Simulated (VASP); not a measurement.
Set up this calculation in VASP 6.6.1, as the native input.

```
Task                   : single point
Functional             : PBEsol
Potentials or basis    : VASP PAW PBE potentials, release 64 (Ti_sv, O)
Cutoff                 : 520 eV
k mesh                 : 18 × 18 × 16
Occupations            : gaussian, width 0.15 eV
Spin                   : no spin polarisation
Dipole correction      : no
Further INCAR settings : ALGO = Normal; EDIFF = 1e-06; NBANDS = 16
```

The structure of TiO lies in POSCAR:

```
TiO
1.0
    2.6956000000      0.0000000000      0.0000000000
   -1.3478000000      2.3344580784      0.0000000000
    0.0000000000      0.0000000000      3.0173000000
Ti O
1 1
Direct
    0.6666666667      0.3333333333      0.0000000000
    0.0000000000      0.0000000000      0.5000000000
```

These files were run (other wordings do the same):

INCAR

```
SYSTEM = TiO
ALGO     = Normal         ! electronic algorithm
EDIFF    = 1E-6           ! SCF threshold, eV
ENCUT    = 520            ! plane-wave cutoff, eV
GGA      = PS             ! functional
ISIF     = 2              ! what is computed and relaxed
ISMEAR   = 0              ! smearing method
LASPH    = .TRUE.         ! aspherical terms in the spheres
LCHARG   = .FALSE.        ! write CHGCAR
LREAL    = .FALSE.        ! projectors in reciprocal space
LWAVE    = .FALSE.        ! write WAVECAR
NBANDS   = 16             ! bands
NELM     = 60             ! most SCF steps
PREC     = Accurate       ! precision mode
SIGMA    = 0.15           ! smearing width, eV
```

KPOINTS

```
k-points
0
G
  18 18 16
  0 0 0
```

Potentials or basis: VASP PAW PBE potentials, release 64 (Ti_sv, O).

Command:

```sh
$ cat potpaw_PBE.64/Ti_sv/POTCAR potpaw_PBE.64/O/POTCAR > POTCAR
$ mpirun -np 1 vasp_std > vasp.out
```

Results of the run:

The pressure is -2.8 GPa.

Caveat: the PAW data sets were made with another functional, which shifts forces and pressure a little.

It took 3.1 min on 1 thread of AMD EPYC 7R13, on a shared host, peak memory 0.18 GiB.
